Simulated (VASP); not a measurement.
# MoS2 (P6_3/mmc) in VASP: further runs

MoS2 is run at these levels: PBE; tasks: single point.

Program: VASP 6.6.1. These are calculated values, not measurements. Logs are shortened: lines on timing, memory, paths and dates and some standing lists are left out, and cuts for length are marked.

## (1) The cell of the first run

The structure is hexagonal, space group P6_3/mmc (No. 194). Conventional cell: a = 3.169 Å, b = 3.169 Å, c = 12.324 Å, α = 90.00°, β = 90.00°, γ = 120.00°. Mo (site symmetry -6m2) has 6 S at 2.41 Å and 6 Mo at 3.17 Å within 3.2 Å. Within 3.2 Å of S (site symmetry 3m) lie 3 Mo at 2.41 Å and 7 S at 3.13 to 3.17 Å.

## (2) Single point, PBE

The input, INCAR:

```
SYSTEM = MoS2
PREC = Accurate
ENCUT = 520
EDIFF = 1E-6
ISMEAR = 0
SIGMA = 0.15
LREAL = .FALSE.
LASPH = .TRUE.
NELM = 80
ALGO = Normal
ISIF = 2
LWAVE = .FALSE.
LCHARG = .TRUE.
GGA = PE
LELF = .TRUE.
LVHAR = .TRUE.
NBANDS = 35
```

The input, KPOINTS:

```
Automatic mesh
0
G
  8 8 2
  0 0 0
```

The input, POSCAR:

```
MoS2
1.0
    3.1690000000      0.0000000000      0.0000000000
   -1.5845000000      2.7444350000      0.0000000000
    0.0000000000      0.0000000000     12.3240000000
Mo S
2 4
Direct
    0.3333333333      0.6666666667      0.2500000000
    0.6666666667      0.3333333333      0.7500000000
    0.3333333333      0.6666666667      0.6230000000
    0.6666666667      0.3333333333      0.1230000000
    0.3333333333      0.6666666667      0.8770000000
    0.6666666667      0.3333333333      0.3770000000
```

Potentials or basis: VASP PAW PBE potentials, release 64 (Mo_sv, S).

On the command line:

```bash
cat potpaw_PBE.64/Mo_sv/POTCAR potpaw_PBE.64/S/POTCAR > POTCAR
mpirun -np 1 vasp_std > vasp.out
```

OUTCAR:

```text
SYSTEM = MoS2
   PREC = Accurate
   ENCUT = 520
   EDIFF = 1E-6
   ISMEAR = 0
   LREAL = .FALSE.
   LASPH = .TRUE.
   NELM = 80
   ISIF = 2
   GGA = PE

 ion  position               nearest neighbor table
   1  0.333  0.667  0.250-   4 2.41   6 2.41   4 2.41   6 2.41   4 2.41   6 2.41
   2  0.667  0.333  0.750-   3 2.41   5 2.41   3 2.41   5 2.41   3 2.41   5 2.41
   3  0.333  0.667  0.623-   2 2.41   2 2.41   2 2.41
   4  0.667  0.333  0.123-   1 2.41   1 2.41   1 2.41
   5  0.333  0.667  0.877-   2 2.41   2 2.41   2 2.41
   6  0.667  0.333  0.377-   1 2.41   1 2.41   1 2.41

  LATTYP: Found a hexagonal cell.
 ALAT       =     3.1690000000
 C/A-ratio  =     3.8889239508

  Lattice vectors:

 A1 = (   3.1690000000,   0.0000000000,   0.0000000000)
 A2 = (  -1.5845000000,   2.7444350000,   0.0000000000)
 A3 = (   0.0000000000,   0.0000000000,  12.3240000000)

Analysis of symmetry for initial positions (statically):
=====================================================================
 Subroutine PRICEL returns:
 Original cell was already a primitive cell.

 Routine SETGRP: Setting up the symmetry group for a
 hexagonal supercell.

 Subroutine GETGRP returns: Found 24 space group operations
 (whereof 12 operations were pure point group operations)
 out of a pool of 24 trial point group operations.

The static configuration has the point symmetry D_3d.
 The point group associated with its full space group is D_6h.

Analysis of symmetry for dynamics (positions and initial velocities):
=====================================================================
 Subroutine PRICEL returns:
 Original cell was already a primitive cell.

 Routine SETGRP: Setting up the symmetry group for a
 hexagonal supercell.

 Subroutine GETGRP returns: Found 24 space group operations
 (whereof 12 operations were pure point group operations)
 out of a pool of 24 trial point group operations.

The dynamic configuration has the point symmetry D_3d.
 The point group associated with its full space group is D_6h.

 Subroutine INISYM returns: Found 24 space group operations
 (whereof 12 operations are pure point group operations),
 and found     1 'primitive' translations

----------------------------------------------------------------------------------------

                                     Primitive cell

  volume of cell :     107.1832

  direct lattice vectors                    reciprocal lattice vectors
     3.169000000  0.000000000  0.000000000     0.315556958  0.182186862  0.000000000
    -1.584500000  2.744435000  0.000000000     0.000000000  0.364373724  0.000000000
     0.000000000  0.000000000 12.324000000     0.000000000  0.000000000  0.081142486

  length of vectors
     3.169000000  3.169000429 12.324000000     0.364373773  0.364373724  0.081142486

  position of ions in fractional coordinates (direct lattice)
     0.333333333  0.666666667  0.250000000
     0.666666667  0.333333333  0.750000000
     0.333333333  0.666666667  0.623000000
     0.666666667  0.333333333  0.123000000
     0.333333333  0.666666667  0.877000000
     0.666666667  0.333333333  0.377000000

  ion indices of the primitive-cell ions
   primitive index   ion index
                 1           1
                 2           2
                 3           3
                 4           4
                 5           5
                 6           6

----------------------------------------------------------------------------------------

 KPOINTS: Automatic mesh

Automatic generation of k-mesh.
 Grid dimensions read from file:
 generate k-points for:    8    8    2

 Generating k-lattice:

  Cartesian coordinates                     Fractional coordinates (reciprocal lattice)
     0.039444620  0.022773358  0.000000000     0.125000000 -0.000000000  0.000000000
     0.000000000  0.045546715  0.000000000     0.000000000  0.125000000  0.000000000
     0.000000000  0.000000000  0.040571243     0.000000000  0.000000000  0.500000000

  Length of vectors
     0.045546722  0.045546715  0.040571243

  Shift w.r.t. Gamma in fractional coordinates (k-lattice)
     0.000000000  0.000000000  0.000000000

 Subroutine IBZKPT returns following result:
 ===========================================

 Found     20 irreducible k-points:

 Following reciprocal coordinates:
            Coordinates               Weight
  0.000000  0.000000  0.000000      1.000000
  0.125000  0.000000  0.000000      6.000000
  0.250000  0.000000  0.000000      6.000000
  0.375000  0.000000  0.000000      6.000000
  0.500000  0.000000  0.000000      3.000000
  0.125000  0.125000  0.000000      6.000000
[... 12 lines left out ...]
  0.250000  0.250000  0.500000      6.000000
  0.375000  0.250000  0.500000      6.000000
   k-points           NKPTS =     20   k-points in BZ     NKDIM =     20   number of bands    NBANDS=     35
   number of dos      NEDOS =    301   number of ions     NIONS =      6
   total plane-waves  NPLWV =  55296
   dimension x,y,z NGX =    24 NGY =   24 NGZ =   96
   dimension x,y,z NGXF=    48 NGYF=   48 NGZF=  192
   ions per type =               2   4
   NGX,Y,Z   is equivalent  to a cutoff of  12.59, 12.59, 12.95 a.u.
   NGXF,Y,Z  is equivalent  to a cutoff of  25.18, 25.18, 25.90 a.u.
 SYSTEM =  MoS2
   PREC   = accura    normal or accurate (medium, high low for compatibility)
   ISTART =      0    job   : 0-new  1-cont  2-samecut
   ICHARG =      2    charge: 1-file 2-atom 10-const
   ISPIN  =      1    spin polarized calculation?
   LNONCOLLINEAR =      F non collinear calculations
   LSORBIT =      F    spin-orbit coupling
   LASPH  =      T    aspherical Exc in radial PAW
   ENCUT  =  520.0 eV  38.22 Ry    6.18 a.u.   5.89  5.89 22.91*2*pi/ulx,y,z
   NELM   =     80;   NELMIN=  2; NELMDL= -5     # of ELM steps
   EDIFF  = 0.1E-05   stopping-criterion for ELM
   LREAL  =      F    real-space projection
   EDIFFG = 0.1E-04   stopping-criterion for IOM
   NSW    =      0    number of steps for IOM
   IBRION =     -1    ionic relax: 0-MD 1-quasi-New 2-CG
   NFREE  =      0    steps in history (QN), initial steepest desc. (CG)
   ISIF   =      2    stress and relaxation
   ISYM   =      2    0-nonsym 1-usesym 2-fastsym
   POTIM  = 0.5000    time-step for ionic-motion
   TEBEG  =    0.0;   TEEND  =   0.0 temperature during run
   PSTRESS=    0.0 pullay stress
   NELECT =      52.0000    total number of electrons
   NUPDOWN=      -1.0000    fix difference up-down
   EMIN   =  10.00;   EMAX   =-10.00  energy-range for DOS
   EFERMI =   0.00;   METHOD = LEGACY
   ISMEAR =     0;   SIGMA  =   0.15  broadening in eV -4-tet -1-fermi 0-gaus
   EFERMI_NEDOS =   21; number of points for ismear=-14 and -15
   IALGO  =     38    algorithm
   IMIX   =      4    mixing-type and parameters
     AMIX     =   0.40;   BMIX     =  1.00
     AMIX_MAG =   1.60;   BMIX_MAG =  1.00
  volume/ion in A,a.u.               =      17.86       120.55
  Fermi-wavevector in a.u.,A,eV,Ry     =   1.286373  2.430893 22.514323  1.654756
  Thomas-Fermi vector in A             =   2.418452
   LORBIT       =      0    0 simple, 1 ext, 2 COOP (PROOUT), +10 PAW based schemes
   GGA     = PE    functional components
   LHFCALC =     F    Hartree Fock is set to
   AEXX    =    0.0000 exact exchange contribution
   IVDW    =     0    specifies the selected vdW correction
   LEPSILON=     F    determine dielectric tensor
   LRPA    =     F    only Hartree local field effects (RPA)
 non-spin polarized calculation
 Gauss-broadening in eV      SIGMA  =   0.15
  energy-cutoff  :      520.00
  volume of cell :      107.18
 maximum number of plane-waves:      2914
 NGX is ok and might be reduce to    24
   NGX = 11   NGY = 11   NGZ = 45

 number of electron      51.9999997 magnetization

 Free energy of the ion-electron system (eV)
  ---------------------------------------------------
  ext. energy  EPLUGINS =         0.00000000
  ---------------------------------------------------
  free energy    TOTEN  =       -43.61360223 eV

  energy without entropy =      -43.61360216  energy(sigma->0) =      -43.61360219

 E-fermi :   7.9544     XC(G=0): -10.8173

 val. band max:        7.4843845557   @ k =   0.0000   0.0000   0.0000
 cond. band min:       8.4783415001   @ k =   0.2500   0.1250   0.0000
 fundamental gap:      0.9939569445
 Fermi energy:         7.9543759495

 k-point     1 :       0.0000    0.0000    0.0000
  band No.  band energies     occupation
      1     -54.0202      2.00000
      2     -54.0202      2.00000
      3     -28.1691      2.00000
      4     -28.1691      2.00000
      5     -27.9500      2.00000
      6     -27.9500      2.00000
[... 27 lines left out ...]
     34       9.9296      0.00000
     35      13.0542      0.00000

 k-point     2 :       0.1250    0.0000    0.0000
  band No.  band energies     occupation
      1     -54.0144      2.00000
      2     -54.0144      2.00000
      3     -28.1577      2.00000
      4     -28.1577      2.00000
      5     -28.0081      2.00000
      6     -28.0081      2.00000
[... 27 lines left out ...]
     34      10.0291      0.00000
     35      14.0457      0.00000

 k-point     3 :       0.2500    0.0000    0.0000
  band No.  band energies     occupation
      1     -54.0004      2.00000
      2     -54.0004      2.00000
      3     -28.1463      2.00000
      4     -28.1463      2.00000
      5     -28.1301      2.00000
      6     -28.1301      2.00000
[... 27 lines left out ...]
     34      10.7404      0.00000
     35      14.9132      0.00000
[... 571 lines left out ...]
 k-point    19 :       0.2500    0.2500    0.5000
  band No.  band energies     occupation
      1     -53.9805      2.00000
      2     -53.9805      2.00000
      3     -28.2656      2.00000
      4     -28.2656      2.00000
      5     -28.1134      2.00000
      6     -28.1134      2.00000
[... 27 lines left out ...]
     34      11.4747      0.00000
     35      14.4630      0.00000

 k-point    20 :       0.3750    0.2500    0.5000
  band No.  band energies     occupation
      1     -53.9764      2.00000
      2     -53.9764      2.00000
      3     -28.2702      2.00000
      4     -28.2702      2.00000
      5     -28.1579      2.00000
      6     -28.1579      2.00000
[... 27 lines left out ...]
     34      11.5824      0.00000
     35      13.9969      0.00000

------------------------ aborting loop because EDIFF is reached ----------------------------------------

  FORCE on cell =-STRESS in cart. coord.  units (eV):
  Direction    XX          YY          ZZ          XY          YZ          ZX
  --------------------------------------------------------------------------------------
  -------------------------------------------------------------------------------------
  Total        1.1593443      1.1593447      1.3998520      0.0000000     -0.0000000      0.0000000
  in kB       17.3299031     17.3299093     20.9250169      0.0000000     -0.0000000      0.0000000
  external PRESSURE =      18.5282764 kB  Pullay stress =       0.0000000 kB

 VOLUME and BASIS-vectors are now :
 -----------------------------------------------------------------------------
  energy-cutoff  :      520.00
  volume of cell :      107.18
      direct lattice vectors                 reciprocal lattice vectors
     3.169000000  0.000000000  0.000000000     0.315556958  0.182186862  0.000000000
    -1.584500000  2.744435000  0.000000000     0.000000000  0.364373724  0.000000000
     0.000000000  0.000000000 12.324000000     0.000000000  0.000000000  0.081142486

 POSITION                                       TOTAL-FORCE (eV/Angst)
 -----------------------------------------------------------------------------------
     -0.00000      1.82962      3.08100        -0.000000     -0.000000     -0.000000
      1.58450      0.91481      9.24300         0.000000      0.000000     -0.000000
     -0.00000      1.82962      7.67785         0.000000      0.000000      0.077580
      1.58450      0.91481      1.51585         0.000000     -0.000000      0.077580
     -0.00000      1.82962     10.80815        -0.000000      0.000000     -0.077580
      1.58450      0.91481      4.64615        -0.000000     -0.000000     -0.077580
 -----------------------------------------------------------------------------------
    total drift:                                0.000000     -0.000000      0.000000

  FREE ENERGIE OF THE ION-ELECTRON SYSTEM (eV)
  ---------------------------------------------------
  free  energy   TOTEN  =       -43.6136022323 eV

  energy  without entropy=      -43.6136021564  energy(sigma->0) =      -43.61360219
```

Wall time 97 s (1 thread of Intel Xeon 8259CL, shared host); peak memory 0.25 GiB.

What came out:

```yaml
Free_energy: -43.6136 eV
Pressure: 1.9 GPa
Largest_force: 0.078 eV/Å
Band_gap_on_the_k_mesh: 0.99 eV (least direct gap 1.94 eV)
```

Forces in eV/Å, atoms in the order of the input:
```
Mo   0.000  0.000  0.000
Mo   0.000  0.000  0.000
S    0.000  0.000  0.078
S    0.000  0.000  0.078
S    0.000  0.000 -0.078
S    0.000  0.000 -0.078
```

Levels at points of the mesh, in eV from the valence-band top:
```csv
k point,band 22,band 23,band 24,band 25,band 26,band 27,band 28,band 29,band 30,band 31
"(0.00, 0.00, 0.00)",-2.12,-2.12,-1.18,-1.14,0.00,2.11,2.11,2.14,2.14,2.27
"(0.50, 0.00, 0.00)",-2.48,-1.72,-1.52,-1.39,-1.27,1.61,1.66,2.01,2.27,2.87
"(0.00, 0.00, 0.50)",-2.14,-2.14,-2.14,-0.26,-0.26,2.11,2.11,2.11,2.11,2.37
"(0.50, 0.00, 0.50)",-2.62,-1.62,-1.62,-1.32,-1.32,1.64,1.64,2.15,2.15,3.24
```

Caveat: this functional lacks dispersion, which binds the layers, so the pressure and a relaxed spacing across them are unreliable.

## (3) Single point, PBE

The input, INCAR:

```
ALGO = Normal
EDIFF = 1E-6
ENCUT = 520
GGA = PE
ISIF = 2
ISMEAR = 0
LASPH = True
LCHARG = True
LELF = True
LREAL = False
LVHAR = True
LWAVE = False
NBANDS = 35
NELM = 60
PREC = Accurate
SIGMA = 0.15
```

The input, KPOINTS:

```
k-points
0
Gamma
  10 10 3
```

POSCAR is that of step 2.

Potentials or basis: VASP PAW PBE potentials, release 64 (Mo_sv, S).

On the command line:

```bash
cat potpaw_PBE.64/Mo_sv/POTCAR potpaw_PBE.64/S/POTCAR > POTCAR
mpirun -np 1 vasp_std > vasp.out
```

OUTCAR:

```text
EDIFF = 1E-6
   ENCUT = 520
   GGA = PE
   ISIF = 2
   ISMEAR = 0
   LASPH = True
   LREAL = False
   NELM = 60
   PREC = Accurate

 ion  position               nearest neighbor table
   1  0.333  0.667  0.250-   4 2.41   6 2.41   4 2.41   6 2.41   4 2.41   6 2.41
   2  0.667  0.333  0.750-   3 2.41   5 2.41   3 2.41   5 2.41   3 2.41   5 2.41
   3  0.333  0.667  0.623-   2 2.41   2 2.41   2 2.41
   4  0.667  0.333  0.123-   1 2.41   1 2.41   1 2.41
[... 1124 lines left out ...]
  -------------------------------------------------------------------------------------
  Total        1.1572980      1.1572985      1.3957445     -0.0000000      0.0000000      0.0000000
  in kB       17.2993157     17.2993219     20.8636188     -0.0000000      0.0000000      0.0000000
  external PRESSURE =      18.4874188 kB  Pullay stress =       0.0000000 kB

 VOLUME and BASIS-vectors are now :
 -----------------------------------------------------------------------------
  energy-cutoff  :      520.00
  volume of cell :      107.18
      direct lattice vectors                 reciprocal lattice vectors
     3.169000000  0.000000000  0.000000000     0.315556958  0.182186862  0.000000000
    -1.584500000  2.744435000  0.000000000     0.000000000  0.364373724  0.000000000
     0.000000000  0.000000000 12.324000000     0.000000000  0.000000000  0.081142486

 POSITION                                       TOTAL-FORCE (eV/Angst)
 -----------------------------------------------------------------------------------
     -0.00000      1.82962      3.08100        -0.000000      0.000000     -0.000000
      1.58450      0.91481      9.24300         0.000000      0.000000     -0.000000
     -0.00000      1.82962      7.67785         0.000000     -0.000000      0.077942
      1.58450      0.91481      1.51585        -0.000000      0.000000      0.077942
     -0.00000      1.82962     10.80815         0.000000     -0.000000     -0.077942
      1.58450      0.91481      4.64615        -0.000000      0.000000     -0.077942
 -----------------------------------------------------------------------------------
    total drift:                                0.000000     -0.000000      0.000000

  FREE ENERGIE OF THE ION-ELECTRON SYSTEM (eV)
  ---------------------------------------------------
  free  energy   TOTEN  =       -43.6141725678 eV

  energy  without entropy=      -43.6141724948  energy(sigma->0) =      -43.61417253
```

OSZICAR:

```text
N       E                     dE             d eps       ncg     rms          rms(c)
DAV:   1     0.440974396653E+03    0.44097E+03   -0.29156E+04  2144   0.141E+03
DAV:   2    -0.238444827393E+02   -0.46482E+03   -0.44908E+03  2344   0.366E+02
DAV:   3    -0.461007309964E+02   -0.22256E+02   -0.21797E+02  2370   0.738E+01
DAV:   4    -0.465607769291E+02   -0.46005E+00   -0.45863E+00  2303   0.108E+01
DAV:   5    -0.465699012186E+02   -0.91243E-02   -0.91223E-02  2309   0.150E+00    0.339E+01
DAV:   6    -0.444161457661E+02    0.21538E+01   -0.12580E+01  2142   0.226E+01    0.127E+01
DAV:   7    -0.439888386541E+02    0.42731E+00   -0.58812E+00  2100   0.148E+01    0.812E+00
DAV:   8    -0.436122618727E+02    0.37658E+00   -0.87649E-01  2134   0.632E+00    0.294E+00
DAV:   9    -0.436225998085E+02   -0.10338E-01   -0.10383E-01  2276   0.161E+00    0.130E+00
DAV:  10    -0.436142222296E+02    0.83776E-02   -0.33931E-02  2182   0.124E+00    0.406E-01
DAV:  11    -0.436143477535E+02   -0.12552E-03   -0.19482E-03  2186   0.236E-01    0.230E-01
DAV:  12    -0.436141698378E+02    0.17792E-03   -0.46900E-04  2224   0.126E-01    0.110E-01
DAV:  13    -0.436141683150E+02    0.15228E-05   -0.16694E-04  2296   0.654E-02    0.808E-03
DAV:  14    -0.436141719264E+02   -0.36114E-05   -0.11457E-05  1975   0.159E-02    0.174E-02
DAV:  15    -0.436141725678E+02   -0.64148E-06   -0.66868E-07  1432   0.415E-03
   1 F= -.43614173E+02 E0= -.43614173E+02  d E =-.730445E-07
```

Wall time 1.9 min (1 thread of Intel Xeon 8259CL, shared host); peak memory 0.26 GiB.

What came out:

```yaml
Free_energy: -43.6142 eV
Pressure: 1.8 GPa
Largest_force: 0.078 eV/Å
Band_gap_on_the_k_mesh: 0.94 eV (least direct gap 1.87 eV)
```

Forces on the atoms (eV/Å):
```
Mo   0.000  0.000  0.000
Mo   0.000  0.000  0.000
S    0.000  0.000  0.078
S    0.000  0.000  0.078
S    0.000  0.000 -0.078
S    0.000  0.000 -0.078
```

Stress tensor (GPa, compression positive):
```
1.73 0.00 0.00
0.00 1.73 0.00
0.00 0.00 2.09
```

Caveat: an odd mesh through Γ misses points on the zone boundary, where band edges can lie; this functional lacks dispersion, which binds the layers, so the pressure and a relaxed spacing across them are unreliable.
